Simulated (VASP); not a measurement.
# CuO (P4/mmm) in VASP: further runs

CuO is run at these levels: PBE, r2SCAN; tasks: single point.

Everything below comes from runs of VASP 6.6.1. Logs are shortened: lines on timing, memory, paths and dates and some standing lists are left out, and cuts for length are marked.

### 1 The cell of the first run

The structure is tetragonal, space group P4/mmm (No. 123). The conventional cell has a = 4.216 Å, b = 4.216 Å, c = 3.939 Å, α = 90.00°, β = 90.00°, γ = 90.00°. Within 2.6 Å of Cu (site symmetry mmm) lie 4 O at 1.97 to 2.11 Å. Within 2.6 Å of Cu (site symmetry 4/mmm) lie 6 O at 1.97 to 2.11 Å. Within 2.6 Å of O (site symmetry 4/mmm) lie 6 Cu at 1.97 to 2.11 Å. Within 2.6 Å of O (site symmetry mmm) lie 4 Cu at 1.97 to 2.11 Å.

### 2 Single point, PBE (11.67 Å³/atom)

File INCAR:

```
  PREC = Accurate
  ENCUT = 520
  EDIFF = 1E-6
  ISMEAR = -1
  SIGMA = 0.05
  LREAL = False
  LASPH = True
  NELM = 60
  ALGO = Normal
  ISIF = 2
  LWAVE = False
  LCHARG = False
  GGA = PE
  NBANDS = 34
```

File KPOINTS:

```
regular mesh
0
Gamma
  7 7 7
```

File POSCAR:

```
CuO
1.0
    4.2156924503      0.0000000000      0.0000000000
    0.0000000000      4.2156924503      0.0000000000
    0.0000000000      0.0000000000      3.9388020641
Cu O
3 3
Direct
    0.5000000000      0.0000000000      0.5000000000
    0.0000000000      0.5000000000      0.5000000000
    0.0000000000      0.0000000000      0.0000000000
    0.0000000000      0.0000000000      0.5000000000
    0.5000000000      0.0000000000      0.0000000000
    0.0000000000      0.5000000000      0.0000000000
```

Potentials or basis: VASP PAW PBE potentials, release 64 (Cu, O).

Command:

```bash
cat potpaw_PBE.64/Cu/POTCAR potpaw_PBE.64/O/POTCAR > POTCAR
mpirun -np 1 vasp_std > vasp.out
```

OUTCAR:

```text
PREC = Accurate
   ENCUT = 520
   EDIFF = 1E-6
   ISMEAR = -1
   LREAL = False
   LASPH = True
   NELM = 60
   ISIF = 2
   GGA = PE

 ion  position               nearest neighbor table
   1  0.500  0.000  0.500-   5 1.97   5 1.97   4 2.11   4 2.11
   2  0.000  0.500  0.500-   6 1.97   6 1.97   4 2.11   4 2.11
   3  0.000  0.000  0.000-   4 1.97   4 1.97   6 2.11   5 2.11   6 2.11   5 2.11
   4  0.000  0.000  0.500-   3 1.97   3 1.97   1 2.11   2 2.11   2 2.11   1 2.11
   5  0.500  0.000  0.000-   1 1.97   1 1.97   3 2.11   3 2.11
   6  0.000  0.500  0.000-   2 1.97   2 1.97   3 2.11   3 2.11

  LATTYP: Found a simple tetragonal cell.
 ALAT       =     4.2156924503
 C/A-ratio  =     0.9343191209

  Lattice vectors:

 A1 = (   4.2156924503,   0.0000000000,   0.0000000000)
 A2 = (   0.0000000000,   4.2156924503,   0.0000000000)
 A3 = (   0.0000000000,   0.0000000000,   3.9388020641)

Analysis of symmetry for initial positions (statically):
=====================================================================
 Subroutine PRICEL returns:
 Original cell was already a primitive cell.

 Routine SETGRP: Setting up the symmetry group for a
 simple tetragonal supercell.

 Subroutine GETGRP returns: Found 16 space group operations
 (whereof 16 operations were pure point group operations)
 out of a pool of 16 trial point group operations.

The static configuration has the point symmetry D_4h.

Analysis of symmetry for dynamics (positions and initial velocities):
=====================================================================
 Subroutine PRICEL returns:
 Original cell was already a primitive cell.

 Routine SETGRP: Setting up the symmetry group for a
 simple tetragonal supercell.

 Subroutine GETGRP returns: Found 16 space group operations
 (whereof 16 operations were pure point group operations)
 out of a pool of 16 trial point group operations.

The dynamic configuration has the point symmetry D_4h.

 Subroutine INISYM returns: Found 16 space group operations
 (whereof 16 operations are pure point group operations),
 and found     1 'primitive' translations

----------------------------------------------------------------------------------------

                                     Primitive cell

  volume of cell :      70.0006

  direct lattice vectors                    reciprocal lattice vectors
     4.215692450  0.000000000  0.000000000     0.237208955  0.000000000  0.000000000
     0.000000000  4.215692450  0.000000000     0.000000000  0.237208955  0.000000000
     0.000000000  0.000000000  3.938802064     0.000000000  0.000000000  0.253884299

  length of vectors
     4.215692450  4.215692450  3.938802064     0.237208955  0.237208955  0.253884299

  position of ions in fractional coordinates (direct lattice)
     0.500000000  0.000000000  0.500000000
     0.000000000  0.500000000  0.500000000
     0.000000000  0.000000000  0.000000000
     0.000000000  0.000000000  0.500000000
     0.500000000  0.000000000  0.000000000
     0.000000000  0.500000000  0.000000000

  ion indices of the primitive-cell ions
   primitive index   ion index
                 1           1
                 2           2
                 3           3
                 4           4
                 5           5
                 6           6

----------------------------------------------------------------------------------------

 KPOINTS: regular mesh

Automatic generation of k-mesh.
 Grid dimensions read from file:
 generate k-points for:    7    7    7

 Generating k-lattice:

  Cartesian coordinates                     Fractional coordinates (reciprocal lattice)
     0.033886994  0.000000000  0.000000000     0.142857143  0.000000000  0.000000000
     0.000000000  0.033886994  0.000000000     0.000000000  0.142857143  0.000000000
     0.000000000  0.000000000  0.036269186     0.000000000  0.000000000  0.142857143

  Length of vectors
     0.033886994  0.033886994  0.036269186

  Shift w.r.t. Gamma in fractional coordinates (k-lattice)
     0.000000000  0.000000000  0.000000000

 Subroutine IBZKPT returns following result:
 ===========================================

 Found     40 irreducible k-points:

 Following reciprocal coordinates:
            Coordinates               Weight
  0.000000  0.000000  0.000000      1.000000
  0.142857  0.000000  0.000000      4.000000
  0.285714  0.000000  0.000000      4.000000
  0.428571  0.000000  0.000000      4.000000
  0.142857  0.142857  0.000000      4.000000
  0.285714  0.142857  0.000000      8.000000
[... 16 lines left out ...]
  0.285714  0.000000  0.285714      8.000000
  0.428571  0.000000  0.285714      8.000000
 [... further k-points ...]
   k-points           NKPTS =     40   k-points in BZ     NKDIM =     40   number of bands    NBANDS=     34
   number of dos      NEDOS =    301   number of ions     NIONS =      6
   total plane-waves  NPLWV =  30720
   dimension x,y,z NGX =    32 NGY =   32 NGZ =   30
   dimension x,y,z NGXF=    64 NGYF=   64 NGZF=   60
   ions per type =               3   3
   NGX,Y,Z   is equivalent  to a cutoff of  12.62, 12.62, 12.66 a.u.
   NGXF,Y,Z  is equivalent  to a cutoff of  25.24, 25.24, 25.32 a.u.
 SYSTEM =  unknown system
   PREC   = accura    normal or accurate (medium, high low for compatibility)
   ISTART =      0    job   : 0-new  1-cont  2-samecut
   ICHARG =      2    charge: 1-file 2-atom 10-const
   ISPIN  =      1    spin polarized calculation?
   LNONCOLLINEAR =      F non collinear calculations
   LSORBIT =      F    spin-orbit coupling
   LASPH  =      T    aspherical Exc in radial PAW
   ENCUT  =  520.0 eV  38.22 Ry    6.18 a.u.   7.84  7.84  7.32*2*pi/ulx,y,z
   NELM   =     60;   NELMIN=  2; NELMDL= -5     # of ELM steps
   EDIFF  = 0.1E-05   stopping-criterion for ELM
   LREAL  =      F    real-space projection
   EDIFFG = 0.1E-04   stopping-criterion for IOM
   NSW    =      0    number of steps for IOM
   IBRION =     -1    ionic relax: 0-MD 1-quasi-New 2-CG
   NFREE  =      0    steps in history (QN), initial steepest desc. (CG)
   ISIF   =      2    stress and relaxation
   ISYM   =      2    0-nonsym 1-usesym 2-fastsym
   POTIM  = 0.5000    time-step for ionic-motion
   TEBEG  =    0.0;   TEEND  =   0.0 temperature during run
   PSTRESS=    0.0 pullay stress
   NELECT =      51.0000    total number of electrons
   NUPDOWN=      -1.0000    fix difference up-down
   EMIN   =  10.00;   EMAX   =-10.00  energy-range for DOS
   EFERMI =   0.00;   METHOD = LEGACY
   ISMEAR =    -1;   SIGMA  =   0.05  broadening in eV -4-tet -1-fermi 0-gaus
   EFERMI_NEDOS =   21; number of points for ismear=-14 and -15
   IALGO  =     38    algorithm
   IMIX   =      4    mixing-type and parameters
     AMIX     =   0.40;   BMIX     =  1.00
     AMIX_MAG =   1.60;   BMIX_MAG =  1.00
  volume/ion in A,a.u.               =      11.67        78.73
  Fermi-wavevector in a.u.,A,eV,Ry     =   1.473095  2.783747 29.524782  2.170010
  Thomas-Fermi vector in A             =   2.588030
   LORBIT       =      0    0 simple, 1 ext, 2 COOP (PROOUT), +10 PAW based schemes
   GGA     = PE    functional components
   LHFCALC =     F    Hartree Fock is set to
   AEXX    =    0.0000 exact exchange contribution
   IVDW    =     0    specifies the selected vdW correction
   LEPSILON=     F    determine dielectric tensor
   LRPA    =     F    only Hartree local field effects (RPA)
 non-spin polarized calculation
  energy-cutoff  :      520.00
  volume of cell :       70.00
 maximum number of plane-waves:      1898
 NGX is ok and might be reduce to    32
   NGX = 15   NGY = 15   NGZ = 15

 number of electron      51.0000082 magnetization

 Free energy of the ion-electron system (eV)
  ---------------------------------------------------
  ext. energy  EPLUGINS =         0.00000000
  ---------------------------------------------------
  free energy    TOTEN  =       -27.95296726 eV

  energy without entropy =      -27.92038346  energy(sigma->0) =      -27.93667536

 E-fermi :   3.6905     XC(G=0): -10.9627

 val. band max:        3.6857537754   @ k =   0.4286   0.2857   0.4286
 cond. band min:       3.7336436447   @ k =   0.2857   0.2857   0.0000
 fundamental gap:      0.0478898692
 Fermi energy:         3.6904890722

 k-point     1 :       0.0000    0.0000    0.0000
  band No.  band energies     occupation
      1     -15.7636      2.00000
      2     -13.8566      2.00000
      3     -13.4616      2.00000
      4      -1.9146      2.00000
      5      -1.7579      2.00000
      6      -1.7579      2.00000
[... 26 lines left out ...]
     33      14.7019      0.00000
     34      15.2230      0.00000

 k-point     2 :       0.1429    0.0000    0.0000
  band No.  band energies     occupation
      1     -15.7305      2.00000
      2     -13.8419      2.00000
      3     -13.4865      2.00000
      4      -1.9075      2.00000
      5      -1.8916      2.00000
      6      -1.7605      2.00000
[... 26 lines left out ...]
     33      15.2337      0.00000
     34      15.2644      0.00000

 k-point     3 :       0.2857    0.0000    0.0000
  band No.  band energies     occupation
      1     -15.6529      2.00000
      2     -13.8009      2.00000
      3     -13.5536      2.00000
      4      -2.1675      2.00000
      5      -1.8320      2.00000
      6      -1.7667      2.00000
[... 26 lines left out ...]
     33      15.2613      0.00000
     34      15.9103      0.00000

 k-point     4 :       0.4286    0.0000    0.0000
  band No.  band energies     occupation
      1     -15.5869      2.00000
      2     -13.7419      2.00000
      3     -13.6375      2.00000
      4      -2.3029      2.00000
      5      -1.7733      2.00000
      6      -1.7718      2.00000
[... 26 lines left out ...]
     33      15.2895      0.00000
     34      15.5981      0.00000

 k-point     5 :       0.1429    0.1429    0.0000
  band No.  band energies     occupation
      1     -15.6975      2.00000
      2     -13.8283      2.00000
      3     -13.5087      2.00000
      4      -1.9504      2.00000
      5      -1.8736      2.00000
      6      -1.8694      2.00000
[... 621 lines left out ...]
 k-point    22 :       0.1429    0.0000    0.2857
  band No.  band energies     occupation
      1     -15.5276      2.00000
      2     -13.8666      2.00000
      3     -13.3664      2.00000
      4      -2.6828      2.00000
      5      -1.9021      2.00000
      6      -1.6817      2.00000
[... 26 lines left out ...]
     33      13.3495      0.00000
     34      16.5067      0.00000

 k-point    23 :       0.2857    0.0000    0.2857
  band No.  band energies     occupation
      1     -15.4690      2.00000
      2     -13.7859      2.00000
      3     -13.4367      2.00000
      4      -2.8515      2.00000
      5      -2.3603      2.00000
      6      -1.7135      2.00000
[... 26 lines left out ...]
     33      13.7473      0.00000
     34      15.9705      0.00000

 k-point    24 :       0.4286    0.0000    0.2857
  band No.  band energies     occupation
      1     -15.4205      2.00000
      2     -13.6725      2.00000
      3     -13.5431      2.00000
      4      -2.9303      2.00000
      5      -2.7547      2.00000
      6      -1.7397      2.00000
[... 26 lines left out ...]
     33      14.5478      0.00000
     34      15.6341      0.00000

 [... further k-points ...]
[... 5 lines left out ...]
  --------------------------------------------------------------------------------------
  -------------------------------------------------------------------------------------
  Total       -0.7672631     -0.7672631     -2.4970143      0.0000000     -0.0000000      0.0000000
  in kB      -17.5611468    -17.5611468    -57.1517606      0.0000000     -0.0000000      0.0000000
  external PRESSURE =     -30.7580181 kB  Pullay stress =       0.0000000 kB

 VOLUME and BASIS-vectors are now :
 -----------------------------------------------------------------------------
  energy-cutoff  :      520.00
  volume of cell :       70.00
      direct lattice vectors                 reciprocal lattice vectors
     4.215692450  0.000000000  0.000000000     0.237208955  0.000000000  0.000000000
     0.000000000  4.215692450  0.000000000     0.000000000  0.237208955  0.000000000
     0.000000000  0.000000000  3.938802064     0.000000000  0.000000000  0.253884299

 POSITION                                       TOTAL-FORCE (eV/Angst)
 -----------------------------------------------------------------------------------
      2.10785      0.00000      1.96940         0.000000      0.000000      0.000000
      0.00000      2.10785      1.96940         0.000000      0.000000      0.000000
      0.00000      0.00000      0.00000         0.000000      0.000000      0.000000
      0.00000      0.00000      1.96940         0.000000      0.000000      0.000000
      2.10785      0.00000      0.00000         0.000000      0.000000      0.000000
      0.00000      2.10785      0.00000         0.000000      0.000000      0.000000
 -----------------------------------------------------------------------------------
    total drift:                                0.000000      0.000000     -0.000000

  FREE ENERGIE OF THE ION-ELECTRON SYSTEM (eV)
  ---------------------------------------------------
  free  energy   TOTEN  =       -27.9529672562 eV

  energy  without entropy=      -27.9203834583  energy(sigma->0) =      -27.93667536
```

Wall time 2.5 min (1 thread of Intel Xeon 8259CL, shared host); peak memory 0.22 GiB.

What came out:

| Item | Value |
| --- | --- |
| Free energy | -27.9530 eV |
| Pressure | -3.1 GPa |
| Band gap on the k mesh | zero (an odd number of electrons rules out a gap without spin polarisation) |

Stress tensor (GPa, compression positive):
```
-1.76  0.00  0.00
 0.00 -1.76  0.00
 0.00  0.00 -5.72
```

Caveat: the cell stands under tension; an odd number of electrons without spin polarisation forces a metal; a magnetic or distorted state may lie lower; semilocal functionals often make such compounds metallic where correlation or magnetic order opens a gap, which also shifts bond lengths. With open d or f shells a metallic result of PBE can be an artefact of self-interaction; +U or a hybrid may open a gap.

### 3 Single point, r2SCAN

This run uses another cell than the first one, of 11.22 Å³/atom.

Edit POSCAR of step 2 so:

```diff
@@ -2,5 +2,5 @@
 1.0
-    4.2156924503      0.0000000000      0.0000000000
-    0.0000000000      4.2156924503      0.0000000000
-    0.0000000000      0.0000000000      3.9388020641
+    4.1609370000      0.0000000000      0.0000000000
+    0.0000000000      4.1609370000      0.0000000000
+    0.0000000000      0.0000000000      3.8876430000
 Cu O
```

File INCAR.step1:

```
SYSTEM = CuO
  PREC = Accurate
  ENCUT = 520
  ISMEAR = -1
  SIGMA = 0.05
  LREAL = .False.
  LASPH = .True.
  NELM = 60
  NBANDS = 34
  GGA = PE
  ALGO = Normal
  EDIFF = 1E-4
  LWAVE = .True.
  LCHARG = .False.
```

File INCAR.step2:

```
SYSTEM = CuO
  PREC = Accurate
  ENCUT = 520
  EDIFF = 1E-7
  ISMEAR = -1
  SIGMA = 0.05
  LREAL = .False.
  LASPH = .True.
  NELM = 60
  ALGO = Normal
  ISIF = 2
  LWAVE = .False.
  LCHARG = .False.
  METAGGA = R2SCAN
  LMIXTAU = .True.
  NBANDS = 34
  ISTART = 1
```

File KPOINTS:

```
regular mesh
0
Gamma
  7 7 7
  0 0 0
```

Potentials or basis: VASP PAW PBE potentials, release 64 (Cu, O).

Command:

```bash
cat potpaw_PBE.64/Cu/POTCAR potpaw_PBE.64/O/POTCAR > POTCAR
cp INCAR.step1 INCAR
mpirun -np 1 vasp_std > vasp.out
cp INCAR.step2 INCAR
mpirun -np 1 vasp_std > vasp.out
```

Wall time 3.3 min (1 thread of Intel Xeon Platinum 8488C (Sapphire Rapids), shared host); peak memory 0.22 GiB.

The run converged. Its results:

- Free energy: -53.0981 eV
- Pressure: -4.0 GPa
- Band gap on the k mesh: zero (an odd number of electrons rules out a gap without spin polarisation)

Stress tensor (GPa, compression positive):
```
-3.24  0.00  0.00
 0.00 -3.24  0.00
 0.00  0.00 -5.57
```

Levels at points of the mesh, in eV from the Fermi level:
```tsv
k point	band 23	band 24	band 25	band 26	band 27	band 28	band 29	band 30
(0.00, 0.00, 0.00)	-1.66	-1.56	-1.56	-1.47	-1.38	1.66	6.77	8.22
```

Caveat: the cell stands under tension; the PAW data sets were made with another functional, which shifts forces and pressure a little; an odd number of electrons without spin polarisation forces a metal; a magnetic or distorted state may lie lower; semilocal functionals often make such compounds metallic where correlation or magnetic order opens a gap, which also shifts bond lengths. With open d or f shells a metallic result of r2SCAN can be an artefact of self-interaction; +U or a hybrid may open a gap.
